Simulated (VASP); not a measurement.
# LiH2 (P4_2/mcm) in VASP: a series of runs

LiH2 is run at these levels: PBE; tasks: single point, relaxation of cell and atoms.

Everything below comes from runs of VASP 6.6.1. Logs are shortened: lines on timing, memory, paths and dates and some standing lists are left out, and cuts for length are marked.

**1. The cell of the first run**

Symmetry: P4_2/mcm, No. 132, tetragonal system. Conventional cell: a = 4.915 Å, b = 4.915 Å, c = 4.769 Å, α = 90.00°, β = 90.00°, γ = 90.00°. Within 2.6 Å of Li (site symmetry m2m) lie 8 H at 1.97 to 2.25 Å. H (site symmetry -42m) has 4 Li at 1.97 Å and 6 H at 2.38 to 2.46 Å within 2.6 Å. H (site symmetry 222) has 4 Li at 2.11 Å and 6 H at 2.38 to 2.46 Å within 2.8 Å. H (site symmetry -42m) has 4 Li at 2.25 Å and 6 H at 2.38 to 2.46 Å within 3.0 Å.

**2. Single point, PBE**

INCAR

```
ALGO = Normal
EDIFF = 1E-6
ENCUT = 520
GGA = PE
ISIF = 2
ISMEAR = 0
LASPH = True
LCHARG = False
LREAL = False
LWAVE = False
NBANDS = 22
NELM = 60
PREC = Accurate
SIGMA = 0.1
```

KPOINTS

```
k-points
0
Gamma
  4 4 4
```

POSCAR

```
LiH2
1.0
    4.9152997400      0.0000000000      0.0000000000
    0.0000000000      4.9152997400      0.0000000000
    0.0000000000      0.0000000000      4.7688803000
Li H
4 8
Direct
    0.7252988100      0.7252988100      0.0000000000
    0.2747011900      0.7252988100      0.5000000000
    0.7252988100      0.2747011900      0.5000000000
    0.2747011900      0.2747011900      0.0000000000
    0.5000000000      0.5000000000      0.7500000000
    0.0000000000      0.5000000000      0.2500000000
    0.5000000000      0.0000000000      0.2500000000
    0.0000000000      0.0000000000      0.7500000000
    0.0000000000      0.0000000000      0.2500000000
    0.5000000000      0.0000000000      0.7500000000
    0.0000000000      0.5000000000      0.7500000000
    0.5000000000      0.5000000000      0.2500000000
```

Potentials or basis: VASP PAW PBE potentials, release 64 (Li_sv, H).

Started as:

```console
> cat potpaw_PBE.64/Li_sv/POTCAR potpaw_PBE.64/H/POTCAR > POTCAR
> mpirun -np 1 vasp_std > vasp.out
```

OUTCAR:

```text
EDIFF = 1E-6
   ENCUT = 520
   GGA = PE
   ISIF = 2
   ISMEAR = 0
   LASPH = True
   LREAL = False
   NELM = 60
   PREC = Accurate

 ion  position               nearest neighbor table
   1  0.725  0.725  0.000-
   2  0.275  0.725  0.500-
   3  0.725  0.275  0.500-
   4  0.275  0.275  0.000-
   5  0.500  0.500  0.750-
   6  0.000  0.500  0.250-
   7  0.500  0.000  0.250-
   8  0.000  0.000  0.750-
   9  0.000  0.000  0.250-
  10  0.500  0.000  0.750-
  11  0.000  0.500  0.750-
  12  0.500  0.500  0.250-

  LATTYP: Found a simple tetragonal cell.
 ALAT       =     4.9152997400
 C/A-ratio  =     0.9702114931

  Lattice vectors:

 A1 = (   4.9152997400,   0.0000000000,   0.0000000000)
 A2 = (   0.0000000000,   4.9152997400,   0.0000000000)
 A3 = (   0.0000000000,   0.0000000000,   4.7688803000)

Analysis of symmetry for initial positions (statically):
=====================================================================
 Subroutine PRICEL returns:
 Original cell was already a primitive cell.

 Routine SETGRP: Setting up the symmetry group for a
 simple tetragonal supercell.

 Subroutine GETGRP returns: Found 16 space group operations
 (whereof  8 operations were pure point group operations)
 out of a pool of 16 trial point group operations.

The static configuration has the point symmetry D_2h.
 The point group associated with its full space group is D_4h.

Analysis of symmetry for dynamics (positions and initial velocities):
=====================================================================
 Subroutine PRICEL returns:
 Original cell was already a primitive cell.

 Routine SETGRP: Setting up the symmetry group for a
 simple tetragonal supercell.

 Subroutine GETGRP returns: Found 16 space group operations
 (whereof  8 operations were pure point group operations)
 out of a pool of 16 trial point group operations.

The dynamic configuration has the point symmetry D_2h.
 The point group associated with its full space group is D_4h.

 Subroutine INISYM returns: Found 16 space group operations
 (whereof  8 operations are pure point group operations),
 and found     1 'primitive' translations

----------------------------------------------------------------------------------------

                                     Primitive cell

  volume of cell :     115.2170

  direct lattice vectors                    reciprocal lattice vectors
     4.915299740  0.000000000  0.000000000     0.203446392  0.000000000  0.000000000
     0.000000000  4.915299740  0.000000000     0.000000000  0.203446392  0.000000000
     0.000000000  0.000000000  4.768880300     0.000000000  0.000000000  0.209692829

  length of vectors
     4.915299740  4.915299740  4.768880300     0.203446392  0.203446392  0.209692829

  position of ions in fractional coordinates (direct lattice)
     0.725298810  0.725298810  0.000000000
     0.274701190  0.725298810  0.500000000
     0.725298810  0.274701190  0.500000000
     0.274701190  0.274701190  0.000000000
     0.500000000  0.500000000  0.750000000
     0.000000000  0.500000000  0.250000000
     0.500000000  0.000000000  0.250000000
     0.000000000  0.000000000  0.750000000
     0.000000000  0.000000000  0.250000000
     0.500000000  0.000000000  0.750000000
     0.000000000  0.500000000  0.750000000
     0.500000000  0.500000000  0.250000000

  ion indices of the primitive-cell ions
   primitive index   ion index
                 1           1
                 2           2
                 3           3
                 4           4
                 5           5
                 6           6
                 7           7
                 8           8
                 9           9
                10          10
                11          11
                12          12

----------------------------------------------------------------------------------------

 KPOINTS: k-points

Automatic generation of k-mesh.
 Grid dimensions read from file:
 generate k-points for:    4    4    4

 Generating k-lattice:

  Cartesian coordinates                     Fractional coordinates (reciprocal lattice)
     0.050861598  0.000000000  0.000000000     0.250000000  0.000000000  0.000000000
     0.000000000  0.050861598  0.000000000     0.000000000  0.250000000  0.000000000
     0.000000000  0.000000000  0.052423207     0.000000000  0.000000000  0.250000000

  Length of vectors
     0.050861598  0.050861598  0.052423207

  Shift w.r.t. Gamma in fractional coordinates (k-lattice)
     0.000000000  0.000000000  0.000000000

 Subroutine IBZKPT returns following result:
 ===========================================

 Found     18 irreducible k-points:

 Following reciprocal coordinates:
            Coordinates               Weight
  0.000000  0.000000  0.000000      1.000000
  0.250000  0.000000  0.000000      4.000000
  0.500000  0.000000  0.000000      2.000000
  0.250000  0.250000  0.000000      4.000000
  0.500000  0.250000  0.000000      4.000000
  0.500000  0.500000  0.000000      1.000000
[... 10 lines left out ...]
  0.500000  0.250000  0.500000      4.000000
  0.500000  0.500000  0.500000      1.000000
   k-points           NKPTS =     18   k-points in BZ     NKDIM =     18   number of bands    NBANDS=     22
   number of dos      NEDOS =    301   number of ions     NIONS =     12
   total plane-waves  NPLWV =  57600
   dimension x,y,z NGX =    40 NGY =   40 NGZ =   36
   dimension x,y,z NGXF=    80 NGYF=   80 NGZF=   72
   ions per type =               4   8
   NGX,Y,Z   is equivalent  to a cutoff of  13.53, 13.53, 12.55 a.u.
   NGXF,Y,Z  is equivalent  to a cutoff of  27.06, 27.06, 25.10 a.u.
 SYSTEM =  unknown system
   PREC   = accura    normal or accurate (medium, high low for compatibility)
   ISTART =      0    job   : 0-new  1-cont  2-samecut
   ICHARG =      2    charge: 1-file 2-atom 10-const
   ISPIN  =      1    spin polarized calculation?
   LNONCOLLINEAR =      F non collinear calculations
   LSORBIT =      F    spin-orbit coupling
   LASPH  =      T    aspherical Exc in radial PAW
   ENCUT  =  520.0 eV  38.22 Ry    6.18 a.u.   9.14  9.14  8.87*2*pi/ulx,y,z
   NELM   =     60;   NELMIN=  2; NELMDL= -5     # of ELM steps
   EDIFF  = 0.1E-05   stopping-criterion for ELM
   LREAL  =      F    real-space projection
   EDIFFG = 0.1E-04   stopping-criterion for IOM
   NSW    =      0    number of steps for IOM
   IBRION =     -1    ionic relax: 0-MD 1-quasi-New 2-CG
   NFREE  =      0    steps in history (QN), initial steepest desc. (CG)
   ISIF   =      2    stress and relaxation
   ISYM   =      2    0-nonsym 1-usesym 2-fastsym
   POTIM  = 0.5000    time-step for ionic-motion
   TEBEG  =    0.0;   TEEND  =   0.0 temperature during run
   PSTRESS=    0.0 pullay stress
   NELECT =      20.0000    total number of electrons
   NUPDOWN=      -1.0000    fix difference up-down
   EMIN   =  10.00;   EMAX   =-10.00  energy-range for DOS
   EFERMI =   0.00;   METHOD = LEGACY
   ISMEAR =     0;   SIGMA  =   0.10  broadening in eV -4-tet -1-fermi 0-gaus
   EFERMI_NEDOS =   21; number of points for ismear=-14 and -15
   IALGO  =     38    algorithm
   IMIX   =      4    mixing-type and parameters
     AMIX     =   0.40;   BMIX     =  1.00
     AMIX_MAG =   1.60;   BMIX_MAG =  1.00
  volume/ion in A,a.u.               =       9.60        64.79
  Fermi-wavevector in a.u.,A,eV,Ry     =   0.913228  1.725751 11.347067  0.833986
  Thomas-Fermi vector in A             =   2.037716
   LORBIT       =      0    0 simple, 1 ext, 2 COOP (PROOUT), +10 PAW based schemes
   GGA     = PE    functional components
   LHFCALC =     F    Hartree Fock is set to
   AEXX    =    0.0000 exact exchange contribution
   IVDW    =     0    specifies the selected vdW correction
   LEPSILON=     F    determine dielectric tensor
   LRPA    =     F    only Hartree local field effects (RPA)
 non-spin polarized calculation
 Gauss-broadening in eV      SIGMA  =   0.10
  energy-cutoff  :      520.00
  volume of cell :      115.22
 maximum number of plane-waves:      3130
 NGX is ok and might be reduce to    40
   NGX = 19   NGY = 19   NGZ = 17

 number of electron      19.9999966 magnetization

 Free energy of the ion-electron system (eV)
  ---------------------------------------------------
  ext. energy  EPLUGINS =         0.00000000
  ---------------------------------------------------
  free energy    TOTEN  =       -30.51938026 eV

  energy without entropy =      -30.51368679  energy(sigma->0) =      -30.51653352

 E-fermi :  -1.6581     XC(G=0):  -7.6634

 val. band max:       -1.7575529452   @ k =   0.2500   0.0000   0.0000
 cond. band min:      -1.6070409454   @ k =   0.5000   0.0000   0.5000
 fundamental gap:      0.1505119998
 Fermi energy:        -1.6581126129

 k-point     1 :       0.0000    0.0000    0.0000
  band No.  band energies     occupation
      1     -46.0064      2.00000
      2     -45.9977      2.00000
      3     -45.9976      2.00000
      4     -45.9976      2.00000
      5      -7.0636      2.00000
      6      -4.2922      2.00000
[... 14 lines left out ...]
     21       6.0580      0.00000
     22      11.2552      0.00000

 k-point     2 :       0.2500    0.0000    0.0000
  band No.  band energies     occupation
      1     -46.0055      2.00000
      2     -45.9985      2.00000
      3     -45.9977      2.00000
      4     -45.9976      2.00000
      5      -6.7861      2.00000
      6      -4.9090      2.00000
[... 14 lines left out ...]
     21       7.4302      0.00000
     22       9.4234      0.00000
[... 373 lines left out ...]
     21       9.2310      0.00000
     22       9.2314      0.00000

 k-point    18 :       0.5000    0.5000    0.5000
  band No.  band energies     occupation
      1     -46.0005      2.00000
      2     -46.0005      2.00000
      3     -45.9991      2.00000
      4     -45.9991      2.00000
      5      -4.0296      2.00000
      6      -4.0296      2.00000
[... 14 lines left out ...]
     21       9.2252      0.00000
     22       9.2252      0.00000

------------------------ aborting loop because EDIFF is reached ----------------------------------------

  FORCE on cell =-STRESS in cart. coord.  units (eV):
  Direction    XX          YY          ZZ          XY          YZ          ZX
  --------------------------------------------------------------------------------------
  -------------------------------------------------------------------------------------
  Total       -5.1375842     -5.1375842     -5.5974484      0.0000000      0.0000000      0.0000000
  in kB      -71.4419170    -71.4419170    -77.8366695      0.0000000      0.0000000      0.0000000
  external PRESSURE =     -73.5735012 kB  Pullay stress =       0.0000000 kB

 VOLUME and BASIS-vectors are now :
 -----------------------------------------------------------------------------
  energy-cutoff  :      520.00
  volume of cell :      115.22
      direct lattice vectors                 reciprocal lattice vectors
     4.915299740  0.000000000  0.000000000     0.203446392  0.000000000  0.000000000
     0.000000000  4.915299740  0.000000000     0.000000000  0.203446392  0.000000000
     0.000000000  0.000000000  4.768880300     0.000000000  0.000000000  0.209692829

 POSITION                                       TOTAL-FORCE (eV/Angst)
 -----------------------------------------------------------------------------------
      3.56506      3.56506      0.00000         0.167650      0.167650      0.000000
      1.35024      3.56506      2.38444        -0.167650      0.167650     -0.000000
      3.56506      1.35024      2.38444         0.167650     -0.167650     -0.000000
      1.35024      1.35024      0.00000        -0.167650     -0.167650     -0.000000
      2.45765      2.45765      3.57666         0.000000      0.000000     -0.000000
      0.00000      2.45765      1.19222         0.000000     -0.000000      0.000000
      2.45765      0.00000      1.19222         0.000000     -0.000000     -0.000000
      0.00000      0.00000      3.57666         0.000000     -0.000000     -0.000000
      0.00000      0.00000      1.19222         0.000000     -0.000000     -0.000000
      2.45765      0.00000      3.57666         0.000000     -0.000000     -0.000000
      0.00000      2.45765      3.57666        -0.000000     -0.000000      0.000000
      2.45765      2.45765      1.19222        -0.000000     -0.000000     -0.000000
 -----------------------------------------------------------------------------------
    total drift:                               -0.000000      0.000000     -0.000000

  FREE ENERGIE OF THE ION-ELECTRON SYSTEM (eV)
  ---------------------------------------------------
  free  energy   TOTEN  =       -30.5193802552 eV

  energy  without entropy=      -30.5136867943  energy(sigma->0) =      -30.51653352
```

It took 83 s on 1 thread of AMD EPYC 7R43 (Zen 3), shared host; peak memory 0.18 GiB.

Results:

- Free energy: -30.5194 eV
- Largest force: 0.237 eV/Å
- Band gap on the k mesh: zero (bands 10 and 11 overlap by 2.51 eV)

Forces on the atoms (eV/Å):
```
Li   0.168  0.168  0.000
Li  -0.168  0.168  0.000
Li   0.168 -0.168  0.000
Li  -0.168 -0.168  0.000
H    0.000  0.000  0.000
H    0.000  0.000  0.000
H    0.000  0.000  0.000
H    0.000  0.000  0.000
H    0.000  0.000  0.000
H    0.000  0.000  0.000
H    0.000  0.000  0.000
H    0.000  0.000  0.000
```

Caveat: the cutoff is under 1.25 times the usual one of these potentials, so pressure, stress and relaxed cells hold a basis-set (Pulay) error.

(Part 1 of 2 ends here.)
